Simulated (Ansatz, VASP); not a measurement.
## One calculation of PtSe2, two programs

```
Se Pt
1.0
     3.70690    0.00000    0.00000
    -1.85345    3.21027    0.00000
     0.00000    0.00000   31.12150
Se Pt
2 1
Direct
  0.66667 0.33333 0.45743
  0.33333 0.66667 0.54257
  0.00000 0.00000 0.50000
```

Alike in both runs: functional PBE; dispersion D3(BJ); k mesh 9 × 9 × 1; no spin polarisation.

Ansatz relaxed the structure, and its values are those at the end. VASP's run is a single point on that final structure, the one shown.

|  | VASP | Ansatz |
| --- | --- | --- |
| version | VASP 6.6.1 | Ansatz 0.2.0 |
| potentials or method | VASP PAW PBE potentials, release 64 (Se, Pt), cutoff 400 eV | scalar-relativistic, plane waves, PAW |
| occupations | gaussian, width 0.01 eV | fixed |
| valence electrons in the cell | 22 | 50 |

```tsv
	VASP	Ansatz	Ansatz less VASP
gap on the k mesh at the Fermi level (eV)	1.35	1.36	+0.011
least direct gap on the mesh (eV)	1.58	1.59	+0.008
```

VASP's potentials hold 22 valence electrons a cell and Ansatz's 50, so a difference there can come from the potentials and not from the codes.

Neither program's run includes spin-orbit coupling.
